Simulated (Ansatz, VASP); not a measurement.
Cr in VASP and in Ansatz

The input INCAR:

```
SYSTEM = Cr
PREC = Accurate ; ENCUT = 520
EDIFF = 1E-6 ; ISMEAR = 0
SIGMA = 0.05 ; LREAL = .False.
LASPH = .True. ; NELM = 150
ALGO = Normal ; ISIF = 2
LWAVE = .False. ; LCHARG = .False.
ISPIN = 2 ; MAGMOM = 0.05
LORBIT = 11 ; LMAXMIX = 4
GGA = PE ; NBANDS = 16
```

KPOINTS

```
Automatic mesh
0
Gamma
  10 10 10
  0 0 0
```

The input POSCAR:

```
Cr
1.0
   -1.4142658383      1.4142658383      1.4142658383
    1.4142658383     -1.4142658383      1.4142658383
    1.4142658383      1.4142658383     -1.4142658383
Cr
1
Direct
    0.0000000000      0.0000000000      0.0000000000
```

Input for Ansatz:

```yaml
crystal:
  lattice:
    - [-1.4142658383, 1.4142658383, 1.4142658383]
    - [1.4142658383, -1.4142658383, 1.4142658383]
    - [1.4142658383, 1.4142658383, -1.4142658383]
  atoms:
    - { symbol: Cr, position: [0.0, 0.0, 0.0], spin: 0.05 }
basis:
  ecutwfc: 420
  ecutrho_ratio: 4
kpoints:
  mp_grid: { grid: [10, 10, 10] }
hamiltonian:
  xc: pbe
scf:
  occupations: { method: gaussian, width: 0.05 }
output:
  forces: true
  stress: true
  eigenvalues: true
  populations: true
magnetization:
  spin_polarized: true
```

Alike in both runs: task single point; functional PBE; k mesh 10 × 10 × 10; occupations gaussian, width 0.05 eV; collinear spin.

|  | VASP | Ansatz |
| --- | --- | --- |
| version | VASP 6.6.1 | Ansatz 0.2.0 |
| potentials or method | VASP PAW PBE potentials, release 64 (Cr_pv), cutoff 520 eV | scalar-relativistic, plane waves, PAW |
| valence electrons in the cell | 12 | 14 |

|  | VASP | Ansatz | Ansatz less VASP |
| --- | --- | --- | --- |
| gap on the k mesh at the Fermi level (eV) | none | none | - |
| pressure (GPa) | 5.4 | 6.0 | +0.62 |
| net moment per atom (μB) | 0.00 | 0.00 | 0.000 |

A gap of «none» marks a metal or a gap that the smearing closes. VASP's potentials hold 12 valence electrons a cell and Ansatz's 14, so a difference there can come from the potentials and not from the codes. Ansatz's warnings: seeded moment not kept.
